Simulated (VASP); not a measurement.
# Mn (Fm-3m) in VASP: single point with HSE06

Aim: the single point of Mn with HSE06.

All numbers are computed with VASP 6.6.1; they aren't measurements. Logs are shortened: lines on timing, memory, paths and dates and some standing lists are left out, and cuts for length are marked.

## Step 1: The cell of the first run

Symmetry: Fm-3m, No. 225, cubic system. The conventional cell has a = 3.546 Å, b = 3.546 Å, c = 3.546 Å, α = 90.00°, β = 90.00°, γ = 90.00°. Mn (site symmetry m-3m) has 12 Mn at 2.51 Å within 3.3 Å.

This isn't the form of Mn at room conditions, which is a 58-atom cubic cell.

## Step 2: Single point, HSE06

POSCAR

```
Mn
1.0
    0.0000000000      1.7730289567      1.7730289567
    1.7730289567      0.0000000000      1.7730289567
    1.7730289567      1.7730289567      0.0000000000
Mn
1
Direct
    0.0000000000      0.0000000000      0.0000000000
```

INCAR.step1

```
  PREC = Accurate
  ENCUT = 520
  EDIFF = 1E-5
  ISMEAR = -1
  SIGMA = 0.1
  LREAL = False
  LASPH = True
  NELM = 60
  ALGO = Normal
  ISIF = 2
  LWAVE = True
  LCHARG = False
  GGA = PE
  NBANDS = 12
```

INCAR.step2

```
  PREC = Accurate
  ENCUT = 520
  EDIFF = 1E-6
  ISMEAR = -1
  SIGMA = 0.1
  LREAL = False
  LASPH = True
  NELM = 60
  ALGO = Normal
  ISIF = 2
  LWAVE = False
  LCHARG = False
  GGA = PE
  LHFCALC = True
  HFSCREEN = 0.2079
  PRECFOCK = Normal
  ISTART = 1
  NBANDS = 12
```

KPOINTS

```
Automatic mesh
0
Gamma
  6 6 6
```

Potentials or basis: VASP PAW PBE potentials, release 64 (Mn_pv).

The run is started by

```bash
> cat potpaw_PBE.64/Mn_pv/POTCAR > POTCAR
> cp INCAR.step1 INCAR
> mpirun -np 1 vasp_std > vasp.out
> cp INCAR.step2 INCAR
> mpirun -np 1 vasp_std > vasp.out
```

OUTCAR:

```text
PREC = Accurate
   ENCUT = 520
   EDIFF = 1E-6
   ISMEAR = -1
   LREAL = False
   LASPH = True
   NELM = 60
   ISIF = 2
   GGA = PE
   LHFCALC = True
   HFSCREEN = 0.2079
   PRECFOCK = Normal
   ISTART = 1

 ion  position               nearest neighbor table
   1  0.000  0.000  0.000-

  LATTYP: Found a face centered cubic cell.
 ALAT       =     3.5460579134

  Lattice vectors:

 A1 = (   0.0000000000,   1.7730289567,   1.7730289567)
 A2 = (   1.7730289567,   0.0000000000,   1.7730289567)
 A3 = (   1.7730289567,   1.7730289567,   0.0000000000)

Analysis of symmetry for initial positions (statically):
=====================================================================
 Subroutine PRICEL returns:
 Original cell was already a primitive cell.

 Routine SETGRP: Setting up the symmetry group for a
 face centered cubic supercell.

 Subroutine GETGRP returns: Found 48 space group operations
 (whereof 48 operations were pure point group operations)
 out of a pool of 48 trial point group operations.

The static configuration has the point symmetry O_h .

Analysis of symmetry for dynamics (positions and initial velocities):
=====================================================================
 Subroutine PRICEL returns:
 Original cell was already a primitive cell.

 Routine SETGRP: Setting up the symmetry group for a
 face centered cubic supercell.

 Subroutine GETGRP returns: Found 48 space group operations
 (whereof 48 operations were pure point group operations)
 out of a pool of 48 trial point group operations.

The dynamic configuration has the point symmetry O_h .

 Subroutine INISYM returns: Found 48 space group operations
 (whereof 48 operations are pure point group operations),
 and found     1 'primitive' translations

----------------------------------------------------------------------------------------

                                     Primitive cell

  volume of cell :      11.1475

  direct lattice vectors                    reciprocal lattice vectors
     0.000000000  1.773028957  1.773028957    -0.282003291  0.282003291  0.282003291
     1.773028957  0.000000000  1.773028957     0.282003291 -0.282003291  0.282003291
     1.773028957  1.773028957  0.000000000     0.282003291  0.282003291 -0.282003291

  length of vectors
     2.507441597  2.507441597  2.507441597     0.488444027  0.488444027  0.488444027

  position of ions in fractional coordinates (direct lattice)
     0.000000000  0.000000000  0.000000000

  ion indices of the primitive-cell ions
   primitive index   ion index
                 1           1

----------------------------------------------------------------------------------------

 KPOINTS: Automatic mesh

Automatic generation of k-mesh.
 Grid dimensions read from file:
 generate k-points for:    6    6    6

 Generating k-lattice:

  Cartesian coordinates                     Fractional coordinates (reciprocal lattice)
    -0.047000548  0.047000548  0.047000548     0.166666667  0.000000000  0.000000000
     0.047000548 -0.047000548  0.047000548     0.000000000  0.166666667  0.000000000
     0.047000548  0.047000548 -0.047000548     0.000000000  0.000000000  0.166666667

  Length of vectors
     0.081407338  0.081407338  0.081407338

  Shift w.r.t. Gamma in fractional coordinates (k-lattice)
     0.000000000  0.000000000  0.000000000

 Subroutine IBZKPT returns following result:
 ===========================================

 Found     16 irreducible k-points:

 Following reciprocal coordinates:
            Coordinates               Weight
  0.000000  0.000000  0.000000      1.000000
  0.166667  0.000000  0.000000      8.000000
  0.333333  0.000000  0.000000      8.000000
  0.500000  0.000000  0.000000      4.000000
  0.166667  0.166667  0.000000      6.000000
  0.333333  0.166667  0.000000     24.000000
[... 8 lines left out ...]
 -0.333333  0.333333  0.166667     24.000000
 -0.333333  0.500000  0.166667     12.000000
   k-points           NKPTS =     16   k-points in BZ     NKDIM =    216   number of bands    NBANDS=     12
   number of dos      NEDOS =    301   number of ions     NIONS =      1
   total plane-waves  NPLWV =   8000
   dimension x,y,z NGX =    20 NGY =   20 NGZ =   20
   dimension x,y,z NGXF=    40 NGYF=   40 NGZF=   40
   ions per type =               1
   NGX,Y,Z   is equivalent  to a cutoff of  13.26, 13.26, 13.26 a.u.
   NGXF,Y,Z  is equivalent  to a cutoff of  26.52, 26.52, 26.52 a.u.
 SYSTEM =  unknown system
   PREC   = accura    normal or accurate (medium, high low for compatibility)
   ISTART =      1    job   : 0-new  1-cont  2-samecut
   ICHARG =      0    charge: 1-file 2-atom 10-const
   ISPIN  =      1    spin polarized calculation?
   LNONCOLLINEAR =      F non collinear calculations
   LSORBIT =      F    spin-orbit coupling
   LASPH  =      T    aspherical Exc in radial PAW
   ENCUT  =  520.0 eV  38.22 Ry    6.18 a.u.   4.66  4.66  4.66*2*pi/ulx,y,z
   NELM   =     60;   NELMIN=  2; NELMDL=  0     # of ELM steps
   EDIFF  = 0.1E-05   stopping-criterion for ELM
   LREAL  =      F    real-space projection
   EDIFFG = 0.1E-04   stopping-criterion for IOM
   NSW    =      0    number of steps for IOM
   IBRION =     -1    ionic relax: 0-MD 1-quasi-New 2-CG
   NFREE  =      0    steps in history (QN), initial steepest desc. (CG)
   ISIF   =      2    stress and relaxation
   ISYM   =      3    0-nonsym 1-usesym 2-fastsym
   POTIM  = 0.5000    time-step for ionic-motion
   TEBEG  =    0.0;   TEEND  =   0.0 temperature during run
   PSTRESS=    0.0 pullay stress
   NELECT =      13.0000    total number of electrons
   NUPDOWN=      -1.0000    fix difference up-down
   EMIN   =  10.00;   EMAX   =-10.00  energy-range for DOS
   EFERMI =   0.00;   METHOD = LEGACY
   ISMEAR =    -1;   SIGMA  =   0.10  broadening in eV -4-tet -1-fermi 0-gaus
   EFERMI_NEDOS =   21; number of points for ismear=-14 and -15
   IALGO  =     38    algorithm
   IMIX   =      1    mixing-type and parameters
     AMIX     =   0.40;   BMIX     =  1.00
     AMIX_MAG =   1.60;   BMIX_MAG =  1.00
  volume/ion in A,a.u.               =      11.15        75.23
  Fermi-wavevector in a.u.,A,eV,Ry     =   1.723178  3.256334 40.400353  2.969342
  Thomas-Fermi vector in A             =   2.799103
   LORBIT       =      0    0 simple, 1 ext, 2 COOP (PROOUT), +10 PAW based schemes
   GGA     = PE    functional components
   LHFCALC =     T    Hartree Fock is set to
   PRECFOCK=normal    Normal, Fast or Accurate (Low or Medium for compatibility)
   ENCUT4O =  -1.0   cutoff for four orbital integrals eV
   NKREDX  =     1    reduce k-point grid by
   NKREDY  =     1    reduce k-point grid by
   NKREDZ  =     1    reduce k-point grid by
   AEXX    =    0.2500 exact exchange contribution
   HFSCREEN=    0.2079 screening length (either q_TF or 0.3 A-1)
   HFSCREENC=   0.2079 screening length for correlation (either q_TF or 0.3 A-1)
   ENCUTFOCK=  -1.0 apply spherical cutoff to Coloumb kernel
   IVDW    =     0    specifies the selected vdW correction
   LEPSILON=     F    determine dielectric tensor
   LRPA    =     F    only Hartree local field effects (RPA)
 non-spin polarized calculation
  energy-cutoff  :      520.00
  volume of cell :       11.15
 maximum number of plane-waves:       310
 NGX is ok and might be reduce to    20
  NGX = 14; NGY = 14; NGZ = 14

 number of electron      12.9999986 magnetization

 Free energy of the ion-electron system (eV)
  ---------------------------------------------------
  ext. energy  EPLUGINS =         0.00000000
  ---------------------------------------------------
  free energy    TOTEN  =       -10.82280203 eV

  energy without entropy =      -10.79955214  energy(sigma->0) =      -10.81117709

 E-fermi :  10.1714     XC(G=0): -11.2034

 val. band max:        9.9990267396   @ k =   0.5000   0.0000   0.0000
 cond. band min:      10.3756768128   @ k =   0.3333   0.3333   0.0000
 fundamental gap:      0.3766500732
 Fermi energy:        10.1714209087

 k-point     1 :       0.0000    0.0000    0.0000
  band No.  band energies     occupation
      1     -41.7372      2.00000
      2     -41.7372      2.00000
      3     -41.7372      2.00000
      4       0.4801      2.00000
      5       7.7042      2.00000
      6       7.7042      2.00000
      7       7.7042      2.00000
      8      11.3572      0.00001
      9      11.3572      0.00001
     10      32.1719      0.00000
     11      37.8907      0.00000
     12      37.8907      0.00000

 k-point     2 :       0.1667    0.0000    0.0000
  band No.  band energies     occupation
      1     -41.9382      2.00000
      2     -41.7638      2.00000
      3     -41.7638      2.00000
      4       1.6931      2.00000
      5       7.3292      2.00000
      6       8.0874      2.00000
      7       8.0874      2.00000
      8      11.1611      0.00010
      9      11.1612      0.00010
     10      30.4728      0.00000
     11      33.5304      0.00000
     12      37.9430      0.00000

 k-point     3 :       0.3333    0.0000    0.0000
  band No.  band energies     occupation
      1     -42.3310      2.00000
      2     -41.8153      2.00000
      3     -41.8153      2.00000
      4       3.8830      2.00000
      5       7.8045      2.00000
      6       8.3289      2.00000
      7       8.3289      2.00000
      8      11.4679      0.00000
      9      11.4680      0.00000
     10      23.5233      0.00000
     11      31.9089      0.00000
     12      37.5600      0.00000

 k-point     4 :       0.5000    0.0000    0.0000
  band No.  band energies     occupation
      1     -42.5227      2.00000
      2     -41.8400      2.00000
      3     -41.8400      2.00000
      4       4.2439      2.00000
      5       8.1843      2.00000
      6       8.1843      2.00000
      7       9.9990      1.69727
      8      11.9832      0.00000
      9      11.9832      0.00000
     10      19.3594      0.00000
     11      30.9057      0.00000
     12      36.7950      0.00000

 k-point     5 :       0.1667    0.1667    0.0000
  band No.  band energies     occupation
      1     -41.9319      2.00000
      2     -41.8078      2.00000
      3     -41.8078      2.00000
      4       2.0902      2.00000
      5       6.8885      2.00000
      6       8.4676      2.00000
      7       8.4676      2.00000
      8      10.4294      0.14089
      9      11.6250      0.00000
     10      32.3385      0.00000
     11      33.6426      0.00000
     12      34.4214      0.00000
[... 108 lines left out ...]
      1     -42.4634      2.00000
      2     -42.0128      2.00000
      3     -42.0128      2.00000
      4       4.6977      2.00000
      5       4.7954      2.00000
      6      11.6648      0.00000
      7      11.6648      0.00000
      8      12.6202      0.00000
      9      13.4820      0.00000
     10      23.1164      0.00000
     11      26.4138      0.00000
     12      26.4138      0.00000

 k-point    14 :       0.5000    0.3333    0.1667
  band No.  band energies     occupation
      1     -42.3169      2.00000
      2     -42.0474      2.00000
      3     -41.9084      2.00000
      4       5.7505      2.00000
      5       6.0877      2.00000
      6       7.6055      2.00000
      7      10.4319      0.13772
      8      11.1224      0.00015
      9      13.9620      0.00000
     10      24.8909      0.00000
     11      25.6535      0.00000
     12      29.4954      0.00000

 k-point    15 :      -0.3333    0.3333    0.1667
  band No.  band energies     occupation
      1     -42.3373      2.00000
      2     -42.1398      2.00000
      3     -41.9519      2.00000
      4       6.0858      2.00000
      5       6.5851      2.00000
      6       7.1655      2.00000
      7      10.4137      0.16287
      8      11.5492      0.00000
      9      17.5466      0.00000
     10      19.6442      0.00000
     11      25.9989      0.00000
     12      27.1951      0.00000

 k-point    16 :      -0.3333    0.5000    0.1667
  band No.  band energies     occupation
      1     -42.3497      2.00000
      2     -42.1252      2.00000
      3     -42.0242      2.00000
      4       5.6515      2.00000
      5       5.6648      2.00000
      6       8.2700      2.00000
      7      11.5016      0.00000
      8      11.6986      0.00000
      9      17.6852      0.00000
     10      22.8754      0.00000
     11      22.9948      0.00000
     12      24.7497      0.00000

------------------------ aborting loop because EDIFF is reached ----------------------------------------

  FORCE on cell =-STRESS in cart. coord.  units (eV):
  Direction    XX          YY          ZZ          XY          YZ          ZX
  --------------------------------------------------------------------------------------
  -------------------------------------------------------------------------------------
  Total       -1.4550185     -1.4550185     -1.4550185      0.0000000      0.0000000      0.0000000
  in kB     -209.1229166   -209.1229166   -209.1229166      0.0000000      0.0000000      0.0000000
  external PRESSURE =    -209.1229166 kB  Pullay stress =       0.0000000 kB

 VOLUME and BASIS-vectors are now :
 -----------------------------------------------------------------------------
  energy-cutoff  :      520.00
  volume of cell :       11.15
      direct lattice vectors                 reciprocal lattice vectors
     0.000000000  1.773028957  1.773028957    -0.282003291  0.282003291  0.282003291
     1.773028957  0.000000000  1.773028957     0.282003291 -0.282003291  0.282003291
     1.773028957  1.773028957  0.000000000     0.282003291  0.282003291 -0.282003291

 POSITION                                       TOTAL-FORCE (eV/Angst)
 -----------------------------------------------------------------------------------
      0.00000      0.00000      0.00000         0.000000      0.000000      0.000000
 -----------------------------------------------------------------------------------
    total drift:                                0.000001      0.000001      0.000001

  FREE ENERGIE OF THE ION-ELECTRON SYSTEM (eV)
  ---------------------------------------------------
  free  energy   TOTEN  =       -10.8228020329 eV

  energy  without entropy=      -10.7995521406  energy(sigma->0) =      -10.81117709
```

It took 22 min on 1 thread of AMD EPYC 7R13, shared host; peak memory 0.2 GiB.

Results:

```yaml
Free_energy: -10.8228 eV
Pressure: -20.9 GPa
Band_gap_on_the_k_mesh: zero (an odd number of electrons rules out a gap without spin polarisation)
```

Caveat: the k points lie up to 0.51 Å⁻¹ apart, too coarse for converged energies and pressures of a metal; the PAW data sets were made with another functional, which shifts forces and pressure a little; the run has no spin polarisation, though such a crystal can be magnetic. Spin polarisation is off, so any magnetic state and its effect on volume and gap are missing.
